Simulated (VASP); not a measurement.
# Au in VASP: a series of runs

Au is run at these levels: LDA; tasks: single point.

All numbers are computed with VASP 6.6.1; they aren't measurements. Logs are shortened: lines on timing, memory, paths and dates and some standing lists are left out, and cuts for length are marked.

## 1. The cell of the first run

The cell holds a slab with vacuum, 5 atoms: a = 2.863 Å, b = 2.863 Å, c = 25.349 Å, α = 90.00°, β = 90.00°, γ = 120.00°.

## 2. Single point, LDA

The input, INCAR:

```
SYSTEM = Au
PREC = Accurate
ENCUT = 520
EDIFF = 1E-7
ISMEAR = -1
SIGMA = 0.05
LREAL = .False.
LASPH = .True.
NELM = 100
ALGO = Normal
ISIF = 2
LWAVE = .False.
LCHARG = .False.
LDIPOL = .True.
IDIPOL = 3
DIPOL = 0.5 0.5 0.500
NBANDS = 36
```

The input, KPOINTS:

```
regular mesh
0
Gamma
  13 13 1
  0 0 0
```

The input, POSCAR:

```
Au
1.0
    2.8626073071      0.0000000000      0.0000000000
   -1.4313036535      2.4790906490      0.0000000000
    0.0000000000      0.0000000000     25.3492000000
Au
5
Direct
    0.8333333333      0.1666666667      0.3153937010
    0.1666666667      0.8333333333      0.4081121168
    0.5000000000      0.5000000000      0.5000000010
    0.8333333333      0.1666666667      0.5918878817
    0.1666666667      0.8333333333      0.6846062996
```

Potentials or basis: VASP PAW LDA potentials, release 64 (Au).

Command:

```console
$ cat potpaw_LDA.64/Au/POTCAR > POTCAR
$ mpirun -np 1 vasp_std > vasp.out
```

OUTCAR:

```text
SYSTEM = Au
   PREC = Accurate
   ENCUT = 520
   EDIFF = 1E-7
   ISMEAR = -1
   LREAL = .False.
   LASPH = .True.
   NELM = 100
   ISIF = 2

 ion  position               nearest neighbor table
   1  0.833  0.167  0.315-   2 2.87   2 2.87   2 2.87
   2  0.167  0.833  0.408-   3 2.86   3 2.86   3 2.86   1 2.87   1 2.87   1 2.87
   3  0.500  0.500  0.500-   4 2.86   4 2.86   4 2.86   2 2.86   2 2.86   2 2.86
   4  0.833  0.167  0.592-   3 2.86   3 2.86   3 2.86   5 2.87   5 2.87   5 2.87
   5  0.167  0.833  0.685-   4 2.87   4 2.87   4 2.87

  LATTYP: Found a hexagonal cell.
 ALAT       =     2.8626073071
 C/A-ratio  =     8.8552837608

  Lattice vectors:

 A1 = (   2.8626073071,   0.0000000000,   0.0000000000)
 A2 = (  -1.4313036535,   2.4790906490,   0.0000000000)
 A3 = (   0.0000000000,   0.0000000000,  25.3492000000)

Analysis of symmetry for initial positions (statically):
=====================================================================
 Subroutine PRICEL returns:
 Original cell was already a primitive cell.

 Routine SETGRP: Setting up the symmetry group for a
 hexagonal supercell.

 Subroutine GETGRP returns: Found 12 space group operations
 (whereof  4 operations were pure point group operations)
 out of a pool of 24 trial point group operations.

The static configuration has the point symmetry C_2h.
 The point group associated with its full space group is D_3d.

Analysis of symmetry for dynamics (positions and initial velocities):
=====================================================================
 Subroutine PRICEL returns:
 Original cell was already a primitive cell.

 Routine SETGRP: Setting up the symmetry group for a
 hexagonal supercell.

 Subroutine GETGRP returns: Found 12 space group operations
 (whereof  4 operations were pure point group operations)
 out of a pool of 24 trial point group operations.

The dynamic configuration has the point symmetry C_2h.
 The point group associated with its full space group is D_3d.

 Subroutine INISYM returns: Found 12 space group operations
 (whereof  4 operations are pure point group operations),
 and found     1 'primitive' translations

----------------------------------------------------------------------------------------

                                     Primitive cell

  volume of cell :     179.8947

  direct lattice vectors                    reciprocal lattice vectors
     2.862607307  0.000000000  0.000000000     0.349331883  0.201686857  0.000000000
    -1.431303654  2.479090649  0.000000000     0.000000000  0.403373713  0.000000000
     0.000000000  0.000000000 25.349200000     0.000000000  0.000000000  0.039448977

  length of vectors
     2.862607307  2.862607307 25.349200000     0.403373713  0.403373713  0.039448977

  position of ions in fractional coordinates (direct lattice)
     0.833333333  0.166666667  0.315393701
     0.166666667  0.833333333  0.408112117
     0.500000000  0.500000000  0.500000001
     0.833333333  0.166666667  0.591887882
     0.166666667  0.833333333  0.684606300

  ion indices of the primitive-cell ions
   primitive index   ion index
                 1           1
                 2           2
                 3           3
                 4           4
                 5           5

----------------------------------------------------------------------------------------

 KPOINTS: regular mesh

Automatic generation of k-mesh.
 Grid dimensions read from file:
 generate k-points for:   13   13    1

 Generating k-lattice:

  Cartesian coordinates                     Fractional coordinates (reciprocal lattice)
     0.026871683  0.015514374  0.000000000     0.076923077 -0.000000000  0.000000000
     0.000000000  0.031028747  0.000000000     0.000000000  0.076923077  0.000000000
     0.000000000  0.000000000  0.039448977     0.000000000  0.000000000  1.000000000

  Length of vectors
     0.031028747  0.031028747  0.039448977

  Shift w.r.t. Gamma in fractional coordinates (k-lattice)
     0.000000000  0.000000000  0.000000000

 Subroutine IBZKPT returns following result:
 ===========================================

 Found     21 irreducible k-points:

 Following reciprocal coordinates:
            Coordinates               Weight
  0.000000  0.000000  0.000000      1.000000
  0.076923  0.000000  0.000000      6.000000
  0.153846 -0.000000  0.000000      6.000000
  0.230769 -0.000000  0.000000      6.000000
  0.307692 -0.000000  0.000000      6.000000
  0.384615 -0.000000  0.000000      6.000000
[... 13 lines left out ...]
  0.384615  0.230769  0.000000      6.000000
  0.307692  0.307692  0.000000      6.000000
   k-points           NKPTS =     21   k-points in BZ     NKDIM =     21   number of bands    NBANDS=     36
   number of dos      NEDOS =    301   number of ions     NIONS =      5
   total plane-waves  NPLWV = 110592
   dimension x,y,z NGX =    24 NGY =   24 NGZ =  192
   dimension x,y,z NGXF=    48 NGYF=   48 NGZF=  384
   ions per type =               5
   NGX,Y,Z   is equivalent  to a cutoff of  13.94, 13.94, 12.59 a.u.
   NGXF,Y,Z  is equivalent  to a cutoff of  27.88, 27.88, 25.18 a.u.
 SYSTEM =  Au
   PREC   = accura    normal or accurate (medium, high low for compatibility)
   ISTART =      0    job   : 0-new  1-cont  2-samecut
   ICHARG =      2    charge: 1-file 2-atom 10-const
   ISPIN  =      1    spin polarized calculation?
   LNONCOLLINEAR =      F non collinear calculations
   LSORBIT =      F    spin-orbit coupling
   LASPH  =      T    aspherical Exc in radial PAW
   ENCUT  =  520.0 eV  38.22 Ry    6.18 a.u.   5.32  5.32 47.13*2*pi/ulx,y,z
   NELM   =    100;   NELMIN=  2; NELMDL= -5     # of ELM steps
   EDIFF  = 0.1E-06   stopping-criterion for ELM
   LREAL  =      F    real-space projection
   EDIFFG = 0.1E-05   stopping-criterion for IOM
   NSW    =      0    number of steps for IOM
   IBRION =     -1    ionic relax: 0-MD 1-quasi-New 2-CG
   NFREE  =      0    steps in history (QN), initial steepest desc. (CG)
   ISIF   =      2    stress and relaxation
   ISYM   =      2    0-nonsym 1-usesym 2-fastsym
   POTIM  = 0.5000    time-step for ionic-motion
   TEBEG  =    0.0;   TEEND  =   0.0 temperature during run
   PSTRESS=    0.0 pullay stress
   NELECT =      55.0000    total number of electrons
   NUPDOWN=      -1.0000    fix difference up-down
   EMIN   =  10.00;   EMAX   =-10.00  energy-range for DOS
   EFERMI =   0.00;   METHOD = LEGACY
   ISMEAR =    -1;   SIGMA  =   0.05  broadening in eV -4-tet -1-fermi 0-gaus
   EFERMI_NEDOS =   21; number of points for ismear=-14 and -15
   IALGO  =     38    algorithm
   IMIX   =      4    mixing-type and parameters
     AMIX     =   0.40;   BMIX     =  1.00
     AMIX_MAG =   1.60;   BMIX_MAG =  1.00
  volume/ion in A,a.u.               =      35.98       242.80
  Fermi-wavevector in a.u.,A,eV,Ry     =   1.102866  2.084115 16.548961  1.216314
  Thomas-Fermi vector in A             =   2.239316
   LORBIT       =      0    0 simple, 1 ext, 2 COOP (PROOUT), +10 PAW based schemes
   GGA     = CA    functional components
   LHFCALC =     F    Hartree Fock is set to
   AEXX    =    0.0000 exact exchange contribution
   IVDW    =     0    specifies the selected vdW correction
   LEPSILON=     F    determine dielectric tensor
   LRPA    =     F    only Hartree local field effects (RPA)
 non-spin polarized calculation
  energy-cutoff  :      520.00
  volume of cell :      179.89
 maximum number of plane-waves:      4907
 NGX is ok and might be reduce to    24
   NGX = 11   NGY = 11   NGZ = 95

 number of electron      55.0000005 magnetization

 dipolmoment           0.000000      0.000000      0.000000 electrons x Angstroem

 Free energy of the ion-electron system (eV)
  ---------------------------------------------------
  ext. energy  EPLUGINS =         0.00000000
  ---------------------------------------------------
  free energy    TOTEN  =       -21.24868360 eV

  energy without entropy =      -21.23864738  energy(sigma->0) =      -21.24366549

 E-fermi :   1.5474     XC(G=0):  -6.7506

 val. band max:        1.4783594215   @ k =   0.4615   0.0000   0.0000
 cond. band min:       1.6174483042   @ k =   0.3846   0.0769   0.0000
 fundamental gap:      0.1390888827
 Fermi energy:         1.5473891231

 k-point     1 :       0.0000    0.0000    0.0000
  band No.  band energies     occupation
      1      -8.4281      2.00000
      2      -7.4992      2.00000
      3      -6.5363      2.00000
      4      -5.9669      2.00000
      5      -5.9165      2.00000
      6      -3.4797      2.00000
[... 28 lines left out ...]
     35       8.3345      0.00000
     36       8.7855      0.00000

 k-point     2 :       0.0769    0.0000    0.0000
  band No.  band energies     occupation
      1      -8.2425      2.00000
      2      -7.3184      2.00000
      3      -6.3561      2.00000
      4      -5.8030      2.00000
      5      -5.7409      2.00000
      6      -3.5991      2.00000
[... 28 lines left out ...]
     35       8.4789      0.00000
     36       8.9068      0.00000

 k-point     3 :       0.1538   -0.0000    0.0000
  band No.  band energies     occupation
      1      -7.7140      2.00000
      2      -6.8178      2.00000
      3      -5.8739      2.00000
      4      -5.3733      2.00000
      5      -5.2746      2.00000
      6      -3.9563      2.00000
[... 28 lines left out ...]
     35       8.9115      0.00000
     36       9.2699      0.00000

 k-point     4 :       0.2308   -0.0000    0.0000
  band No.  band energies     occupation
      1      -6.9525      2.00000
      2      -6.1662      2.00000
      3      -5.3789      2.00000
      4      -4.9692      2.00000
      5      -4.7634      2.00000
      6      -4.3683      2.00000
[... 28 lines left out ...]
     35       9.6113      0.00000
     36       9.8644      0.00000

 k-point     5 :       0.3077   -0.0000    0.0000
  band No.  band energies     occupation
      1      -6.2396      2.00000
      2      -5.6925      2.00000
      3      -5.3070      2.00000
      4      -4.9860      2.00000
      5      -4.7480      2.00000
      6      -4.6243      2.00000
[... 538 lines left out ...]
 k-point    19 :       0.3077    0.2308    0.0000
  band No.  band energies     occupation
      1      -5.0822      2.00000
      2      -5.0750      2.00000
      3      -4.6645      2.00000
      4      -4.5758      2.00000
      5      -4.4331      2.00000
      6      -4.2040      2.00000
[... 28 lines left out ...]
     35       8.5227      0.00000
     36       8.8162      0.00000

 k-point    20 :       0.3846    0.2308    0.0000
  band No.  band energies     occupation
      1      -5.1046      2.00000
      2      -5.0465      2.00000
      3      -4.6263      2.00000
      4      -4.5564      2.00000
      5      -4.4579      2.00000
      6      -4.2044      2.00000
[... 28 lines left out ...]
     35       7.8245      0.00000
     36       9.0042      0.00000

 k-point    21 :       0.3077    0.3077    0.0000
  band No.  band energies     occupation
      1      -4.8673      2.00000
      2      -4.8431      2.00000
      3      -4.6005      2.00000
      4      -4.4384      2.00000
      5      -4.1951      2.00000
      6      -4.1098      2.00000
[... 28 lines left out ...]
     35       7.7978      0.00000
     36       8.2667      0.00000

------------------------ aborting loop because EDIFF is reached ----------------------------------------

 vacuum level on the upper side and lower side of the slab       (xc-potential included)        -0.008        -0.008

  FORCE on cell =-STRESS in cart. coord.  units (eV):
  Direction    XX          YY          ZZ          XY          YZ          ZX
  --------------------------------------------------------------------------------------
  -------------------------------------------------------------------------------------
  Total       -3.1915725     -3.1915725      0.1758269     -0.0000000      0.0000000     -0.0000000
  in kB      -28.4247636    -28.4247636      1.5659481     -0.0000000      0.0000000     -0.0000000
  external PRESSURE =     -18.4278597 kB  Pullay stress =       0.0000000 kB

 VOLUME and BASIS-vectors are now :
 -----------------------------------------------------------------------------
  energy-cutoff  :      520.00
  volume of cell :      179.89
      direct lattice vectors                 reciprocal lattice vectors
     2.862607307  0.000000000  0.000000000     0.349331883  0.201686857  0.000000000
    -1.431303654  2.479090649  0.000000000     0.000000000  0.403373713  0.000000000
     0.000000000  0.000000000 25.349200000     0.000000000  0.000000000  0.039448977

 POSITION                                       TOTAL-FORCE (eV/Angst)
 -----------------------------------------------------------------------------------
      2.14696      0.41318      7.99498        -0.000000      0.000000     -0.022803
     -0.71565      2.06591     10.34532         0.000000      0.000000     -0.006364
      0.71565      1.23955     12.67460        -0.000000     -0.000000      0.000000
      2.14696      0.41318     15.00388        -0.000000     -0.000000      0.006364
     -0.71565      2.06591     17.35422         0.000000     -0.000000      0.022803
 -----------------------------------------------------------------------------------
    total drift:                                0.000000     -0.000000      0.000025

  FREE ENERGIE OF THE ION-ELECTRON SYSTEM (eV)
  ---------------------------------------------------
  free  energy   TOTEN  =       -21.2486836039 eV

  energy  without entropy=      -21.2386473771  energy(sigma->0) =      -21.24366549

 vacuum level on the upper side and lower side of the slab         7.017         7.017
```

It took 2 min on 1 thread of AMD EPYC 9R45 (Zen 5), shared host; peak memory 0.27 GiB.

Results:

| Property | Result |
| --- | --- |
| Free energy | -21.2487 eV |
| Largest force | 0.023 eV/Å |
| Band gap on the k mesh | zero (an odd number of electrons rules out a gap without spin polarisation) |

Forces in eV/Å, atoms in the order of the input:
```
Au   0.000  0.000 -0.023
Au   0.000  0.000 -0.006
Au   0.000  0.000  0.000
Au   0.000  0.000  0.006
Au   0.000  0.000  0.023
```

Caveat: spin-orbit coupling is left out, which moves the levels of the heavy elements.

## 3. Single point, LDA

The input, INCAR:

```
SYSTEM = Au
ALGO = Normal
DIPOL = 0.5 0.5 0.500
EDIFF = 1E-7
ENCUT = 520
GGA = CA
IDIPOL = 3
ISIF = 2
ISMEAR = -1
LASPH = .True.
LCHARG = .False.
LDIPOL = .True.
LREAL = .False.
LWAVE = .False.
NBANDS = 36
NELM = 60
PREC = Accurate
SIGMA = 0.05
```

The input, KPOINTS:

```
k-points
0
Gamma
  13 13 1
  0 0 0
```

POSCAR is that of step 2.

Potentials or basis: VASP PAW LDA potentials, release 64 (Au).

Command:

```console
$ cat potpaw_LDA.64/Au/POTCAR > POTCAR
$ mpirun -np 1 vasp_std > vasp.out
```

Run time: 2 min. Hardware: 1 thread of AMD EPYC 9R45 (Zen 5), shared host; peak memory 0.27 GiB.

Results (log left out):

| Item | Value |
| --- | --- |
| Free energy | -21.2487 eV |
| Largest force | 0.023 eV/Å |
| Band gap on the k mesh | zero (an odd number of electrons rules out a gap without spin polarisation) |

Forces in eV/Å, atoms in the order of the input:
```
Au   0.000  0.000 -0.023
Au   0.000  0.000 -0.006
Au   0.000  0.000  0.000
Au   0.000  0.000  0.006
Au   0.000  0.000  0.023
```

Levels at points of the mesh, in eV from the Fermi level:
| k point | band 26 | band 27 | band 28 | band 29 | band 30 | band 31 |
| --- | --- | --- | --- | --- | --- | --- |
| (0.00, 0.00, 0.00) | -2.31 | -2.31 | -2.07 | -2.07 | -1.12 | -0.20 |

Caveat: spin-orbit coupling is left out, which moves the levels of the heavy elements.

(Continued in part 2 of 2.)

The gap in the log of VASP goes by the Fermi energy; the results here count the filled bands.